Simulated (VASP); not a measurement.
Runs of VASP 6.6.1 on CsW. The structure is that of space group F-43m (No. 216), or close to it. The cells are those of the table. 

```csv
task,cell,k mesh,gap on the mesh (eV),pressure (GPa),relaxed volume (Å³/atom)
single point,"a = 4.457 Å, angles 60.0°, 2 atoms",16 × 16 × 16,none,1.8,-
single point,"a = 4.461 Å, angles 60.0°, 2 atoms",12 × 12 × 12,none,(b),-
relaxation of cell and atoms,"relaxed from a = 4.461 Å, angles 60.0°, 2 atoms",16 × 16 × 16,none,0.0,33.74
single point,"a = 6.343 Å, angles 60.0°, 2 atoms",4 × 4 × 4,none,-0.7,-
relaxation of cell and atoms,"relaxed from a = 6.343 Å, angles 60.0°, 2 atoms",12 × 12 × 12,none,0.0,(a)
```

Alike in all rows: level PBE; potentials or basis VASP PAW PBE potentials, release 64 (Cs_sv, W_sv); no spin polarisation; cutoff (eV) 500; smearing gaussian 0.1 eV.

Question: Estimate the missing entries.

Answer: (a) 33.80; (b) 1.7.

Caveats: spin-orbit coupling is left out, which moves the levels of the heavy elements; the volume moved by over 15 % at a fixed basis, so the end points are rough (at least some runs).

A k mesh can miss the band edges, and the runs leave out spin-orbit coupling on Cs, W.

A gap of «none» marks levels without a gap at the run's occupations.
